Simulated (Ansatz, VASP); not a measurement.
**GaH in VASP and in Ansatz**

The input INCAR:

```
PREC = Accurate
ENCUT = 600
EDIFF = 1E-6
ISMEAR = 0
SIGMA = 0.1
LREAL = False
LASPH = True
NELM = 60
ALGO = Normal
ISIF = 3
LWAVE = False
LCHARG = False
GGA = PE
IBRION = 2
NSW = 90
EDIFFG = -0.025
```

KPOINTS

```
Automatic mesh
0
Gamma
  16 16 16
```

Contents of POSCAR:

```
GaH
1.0
   -1.5319372478      1.5319372478      2.5157488352
    1.5319372478     -1.5319372478      2.5157488352
    1.5319372478      1.5319372478     -2.5157488352
Ga H
1 1
Direct
    0.0000000000      0.0000000000      0.0000000000
    0.5000000000      0.5000000000      0.0000000000
```

Input for Ansatz:

```yaml
crystal:
  lattice:
    - [-1.5319372478, 1.5319372478, 2.5157488352]
    - [1.5319372478, -1.5319372478, 2.5157488352]
    - [1.5319372478, 1.5319372478, -2.5157488352]
  atoms:
    - { symbol: Ga, position: [0.0, 0.0, 0.0] }
    - { symbol: H, position: [0.5, 0.5, 0.0] }
basis:
  ecutwfc: 420
kpoints:
  mp_grid: { grid: [16, 16, 16] }
hamiltonian:
  xc: pbe
scf:
  occupations: { method: gaussian, width: 0.1 }
output:
  forces: true
  stress: true
  eigenvalues: true
relax:
  adjacent_minimum: "off"
  f_tol: 0.025
  max_steps: 70
  cell: { stress_tol: 0.12 }
```

Alike in both runs: task relaxation of cell and atoms; functional PBE; k mesh 16 × 16 × 16; occupations gaussian, width 0.1 eV; no spin polarisation.

```csv
,VASP,Ansatz
version,VASP 6.6.1,Ansatz 0.2.0
potentials or method,"VASP PAW PBE potentials, release 64 (Ga_d, H), cutoff 600 eV","scalar-relativistic, plane waves, PAW"
valence electrons in the cell,14,14
```

```csv
,VASP,Ansatz,Ansatz less VASP
"gap on the k mesh at the Fermi level, each at its own relaxed structure (eV)",none,none,-
relaxed volume (Å³/atom),11.81,11.81,0.000
relaxed cell length with the largest relative difference (Å),3.320,3.320,0.0000
```

A gap of «none» marks a metal or a gap that the smearing closes.

Noted on VASP's run: the relaxation stopped at its first step, so nothing moved.
